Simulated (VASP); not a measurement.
# Re (Pm-3m) in VASP: further runs, part 2 of 2

VASP 6.6.1. Earlier steps stand in the parts before.

### 3 Single point, BLYP (20.08 Å³/atom)

This run uses another cell than the first one, of 20.08 Å³/atom.

INCAR

```
  AGGAC = 1.0
  AGGAX = 1.0
  ALDAC = 0.0
  ALDAX = 1.0
  ALGO = Normal
  EDIFF = 1E-6
  ENCUT = 520
  GGA = B5
  ISIF = 2
  ISMEAR = -1
  LASPH = True
  LCHARG = False
  LREAL = False
  LWAVE = False
  NBANDS = 10
  NELM = 100
  PREC = Accurate
  SIGMA = 0.1
```

KPOINTS

```
k-points
0
Gamma
  13 13 13
```

POSCAR

```
Re
1.0
    2.7179400831      0.0000000000      0.0000000000
    0.0000000000      2.7179400831      0.0000000000
    0.0000000000      0.0000000000      2.7179400831
Re
1
Direct
    0.0000000000      0.0000000000      0.0000000000
```

Potentials or basis: VASP PAW PBE potentials, release 64 (Re).

Launch:

```sh
> cat potpaw_PBE.64/Re/POTCAR > POTCAR
> mpirun -np 1 vasp_std > vasp.out
```

Wall time 14 s (1 thread of Intel Xeon Platinum 8375C at 2.90GHz (Ice Lake), shared host); peak memory 0.13 GiB.

It converged, with:

```
Free energy            : -9.5765 eV
Pressure               : -19.8 GPa
Band gap on the k mesh : zero (an odd number of electrons rules out a gap without spin polarisation)
```

Levels at points of the mesh, in eV from the Fermi level:
```csv
k point,band 1,band 2,band 3,band 4,band 5,band 6
"(0.00, 0.00, 0.00)",-7.96,-4.36,-4.36,2.68,2.68,2.68
```

Caveat: the cell stands under tension; the PAW data sets were made with another functional, which shifts forces and pressure a little; spin-orbit coupling is left out, which moves the levels of the heavy elements.

### 4 Relaxation of cell and atoms, BLYP

This run uses another cell than the first one, of 15.89 Å³/atom.

INCAR

```
SYSTEM = Re
PREC = Accurate
ENCUT = 600
EDIFF = 1E-7
ISMEAR = -1
SIGMA = 0.1
LREAL = .False.
LASPH = .True.
NELM = 100
ALGO = Normal
ISIF = 3
LWAVE = .False.
LCHARG = .False.
GGA = B5
ALDAX = 1.0
AGGAX = 1.0
AGGAC = 1.0
ALDAC = 0.0
IBRION = 2
NSW = 80
EDIFFG = -0.01
```

KPOINTS

```
regular mesh
0
Gamma
  12 12 12
  0 0 0
```

POSCAR

```
Re
1.0
    2.5141111682      0.0000000000      0.0000000000
    0.0000000000      2.5141111682      0.0000000000
    0.0000000000      0.0000000000      2.5141111682
Re
1
Direct
    0.0000000000      0.0000000000      0.0000000000
```

Potentials or basis: VASP PAW PBE potentials, release 64 (Re).

Launch:

```sh
> cat potpaw_PBE.64/Re/POTCAR > POTCAR
> mpirun -np 1 vasp_std > vasp.out
```

OUTCAR:

```text
SYSTEM = Re
   PREC = Accurate
   ENCUT = 600
   EDIFF = 1E-7
   ISMEAR = -1
   LREAL = .False.
   LASPH = .True.
   NELM = 100
   ISIF = 3
   GGA = B5
   IBRION = 2
   NSW = 80
   EDIFFG = -0.01

 ion  position               nearest neighbor table
   1  0.000  0.000  0.000-

  LATTYP: Found a simple cubic cell.
 ALAT       =     2.5141111682

  Lattice vectors:

 A1 = (   2.5141111682,   0.0000000000,   0.0000000000)
 A2 = (   0.0000000000,   2.5141111682,   0.0000000000)
 A3 = (   0.0000000000,   0.0000000000,   2.5141111682)

Analysis of symmetry for initial positions (statically):
=====================================================================
 Subroutine PRICEL returns:
 Original cell was already a primitive cell.

[... 207 lines left out ...]
 cond. band min:       3.1527571970   @ k =   0.5000   0.3333   0.0833
 fundamental gap:      0.0095208601
 Fermi energy:         3.1485407309

 k-point     1 :       0.0000    0.0000    0.0000
  band No.  band energies     occupation
      1      -3.2807      2.00000
      2       0.0684      2.00000
      3       0.0684      2.00000
      4       4.8656      0.00000
      5       4.8656      0.00000
      6       4.8656      0.00000
      7      15.4622      0.00000
[... 334 lines left out ...]
--------------------------------------- Ionic step        5  -------------------------------------------

 number of electron       7.0000001 magnetization

 Free energy of the ion-electron system (eV)
  ---------------------------------------------------
  ext. energy  EPLUGINS =         0.00000000
  ---------------------------------------------------
  free energy    TOTEN  =        -9.71284179 eV

  energy without entropy =       -9.66849422  energy(sigma->0) =       -9.69066801

 E-fermi :   6.6719     XC(G=0): -11.7791

 val. band max:        6.6517937793   @ k =   0.3333   0.3333   0.0833
 cond. band min:       6.6759120664   @ k =   0.5000   0.4167   0.0833
 fundamental gap:      0.0241182870
 Fermi energy:         6.6719444774

 k-point     1 :       0.0000    0.0000    0.0000
  band No.  band energies     occupation
      1      -2.0084      2.00000
      2       1.6502      2.00000
      3       1.6502      2.00000
      4       9.8779      0.00000
      5       9.8779      0.00000
      6       9.8779      0.00000
      7      21.7565      0.00000
[... 258 lines left out ...]
  FREE ENERGIE OF THE ION-ELECTRON SYSTEM (eV)
  ---------------------------------------------------
  free  energy   TOTEN  =        -9.7128417918 eV

  energy  without entropy=       -9.6684942219  energy(sigma->0) =       -9.69066801

 reached required accuracy - stopping structural energy minimisation
```

OSZICAR:

```text
N       E                     dE             d eps       ncg     rms          rms(c)
DAV:   1     0.772032803141E+01    0.77203E+01   -0.37786E+03  1869   0.120E+03
DAV:   2    -0.909804150624E+01   -0.16818E+02   -0.16037E+02  1316   0.113E+02
DAV:   3    -0.986395386434E+01   -0.76591E+00   -0.73879E+00  1883   0.277E+01
[... 55 lines left out ...]
DAV:   2    -0.971286805142E+01    0.14357E-03   -0.31194E-04  1904   0.584E-01    0.103E-01
DAV:   3    -0.971284054371E+01    0.27508E-04   -0.10442E-04  1806   0.354E-01    0.301E-02
DAV:   4    -0.971284169046E+01   -0.11467E-05   -0.24238E-06  1330   0.403E-02    0.653E-03
DAV:   5    -0.971284188949E+01   -0.19902E-06   -0.11086E-06  1778   0.340E-02    0.661E-04
DAV:   6    -0.971284179178E+01    0.97710E-07   -0.24376E-08   602   0.383E-03
   5 F= -.97128418E+01 E0= -.96906680E+01  d E =-.219658E+00
```

Wall time 39 s (1 thread of Intel Xeon Platinum 8375C at 2.90GHz (Ice Lake), shared host); peak memory 0.13 GiB.

Results:

- Free energy: -9.7128 eV
- Relaxed volume: 17.99 Å³/atom
- Relaxed cell: a = 2.620 Å, b = 2.620 Å, c = 2.620 Å, α = 90.00°, β = 90.00°, γ = 90.00°
- Space group after relaxing (to 0.1 Å): Pm-3m (No. 221)
- Pressure after relaxing: 0.0 GPa
- Band gap on the k mesh: zero (an odd number of electrons rules out a gap without spin polarisation)

Final structure:
```yaml
crystal:
  lattice:
    - [2.62006, 0.00000, 0.00000]
    - [0.00000, 2.62006, 0.00000]
    - [0.00000, 0.00000, 2.62006]
  atoms:
    - { symbol: Re, position: [0.00000, 0.00000, 0.00000] }
```

Levels at points of the mesh, in eV from the Fermi level:
```
           k point  band 1  band 2  band 3  band 4  band 5  band 6  band 7
(0.00, 0.00, 0.00)   -8.68   -5.02   -5.02    3.21    3.21    3.21   15.08
(0.50, 0.00, 0.00)   -5.51   -4.18   -0.63   -0.10   -0.10    3.55    7.73
(0.50, 0.50, 0.00)   -5.80   -3.69    0.54    0.54    4.68    4.68    5.63
(0.50, 0.50, 0.50)   -4.39   -4.39   -4.39    5.87    5.87    8.54   11.05
```

Caveat: the PAW data sets were made with another functional, which shifts forces and pressure a little; spin-orbit coupling is left out, which moves the levels of the heavy elements.

### 5 Single point, BLYP

This run uses another cell than the first one, of 17.93 Å³/atom.

INCAR

```
PREC = Accurate
ENCUT = 520
EDIFF = 1E-6
ISMEAR = -1
SIGMA = 0.1
LREAL = F
LASPH = T
NELM = 100
ALGO = Normal
ISIF = 2
LWAVE = F
LCHARG = F
GGA = B5
ALDAX = 1.0
AGGAX = 1.0
AGGAC = 1.0
ALDAC = 0.0
NBANDS = 10
```

KPOINTS

```
regular mesh
0
Gamma
  20 20 20
```

POSCAR

```
Re
1.0
    2.6171816759      0.0000000000      0.0000000000
    0.0000000000      2.6171816759      0.0000000000
    0.0000000000      0.0000000000      2.6171816759
Re
1
Direct
    0.0000000000      0.0000000000      0.0000000000
```

Launch:

```sh
> cat potpaw_PBE.64/Re/POTCAR > POTCAR
> mpirun -np 1 vasp_std > vasp.out
```

Run time: 26 s. Hardware: 1 thread of Intel Xeon Platinum 8375C at 2.90GHz (Ice Lake), shared host; peak memory 0.17 GiB.

It converged, with:

| Item | Value |
| --- | --- |
| Free energy | -9.7234 eV |
| Pressure | 0.7 GPa |
| Band gap on the k mesh | zero (an odd number of electrons rules out a gap without spin polarisation) |

Levels at points of the mesh, in eV from the Fermi level:
```csv
k point,band 1,band 2,band 3,band 4,band 5,band 6,band 7
"(0.00, 0.00, 0.00)",-8.71,-5.06,-5.06,3.21,3.21,3.21,15.11
"(0.50, 0.00, 0.00)",-5.54,-4.21,-0.64,-0.12,-0.12,3.55,7.76
"(0.50, 0.50, 0.00)",-5.84,-3.71,0.53,0.53,4.69,4.69,5.64
"(0.50, 0.50, 0.50)",-4.42,-4.42,-4.42,5.88,5.88,8.54,11.08
```

Caveat: the PAW data sets were made with another functional, which shifts forces and pressure a little; spin-orbit coupling is left out, which moves the levels of the heavy elements.

### 6 Overview

```tsv
task	cell	k mesh	cutoff (eV)	gap on the mesh (eV)	pressure (GPa)
single point	a = 2.685 Å, 1 atom	13 × 13 × 13	520	none	-14.4
single point	a = 2.718 Å, 1 atom	13 × 13 × 13	520	none	-19.8
relaxation of cell and atoms	relaxed from a = 2.514 Å, 1 atom	12 × 12 × 12	600	none	0.0
single point	a = 2.617 Å, 1 atom	20 × 20 × 20	520	none	0.7
```

Alike in all rows: level BLYP; potentials or basis VASP PAW PBE potentials, release 64 (Re); no spin polarisation; smearing fermi-dirac 0.1 eV.

Caveats: the PAW data sets were made with another functional, which shifts forces and pressure a little; spin-orbit coupling is left out, which moves the levels of the heavy elements; the cell stands under tension (at least some runs).

Absolute energies hang on the potentials; compare differences alone.
